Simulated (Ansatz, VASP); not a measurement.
**Ca: VASP beside Ansatz**

```
Ca
1.0
    -2.24021    2.24021    2.24021
     2.24021   -2.24021    2.24021
     2.24021    2.24021   -2.24021
Ca
1
Direct
  0.00000 0.00000 0.00000
```

Alike in both runs: task single point; functional r2SCAN; k mesh 11 × 11 × 11; occupations fermi-dirac, width 0.1 eV; no spin polarisation.

|  | VASP | Ansatz |
| --- | --- | --- |
| version | VASP 6.6.1 | Ansatz 0.2.0 |
| potentials or method | VASP PAW PBE potentials, release 64 (Ca_sv), cutoff 520 eV | plane waves (500 eV) with PAW, scalar-relativistic |
| valence electrons in the cell | 10 | 10 |

```tsv
	VASP	Ansatz	Ansatz less VASP
pressure (GPa)	-0.6	-0.7	-0.04
```

VASP's potentials were made for PBE, not for r2SCAN. The functional is the same, so the differences come from potentials, cutoffs and numerics.
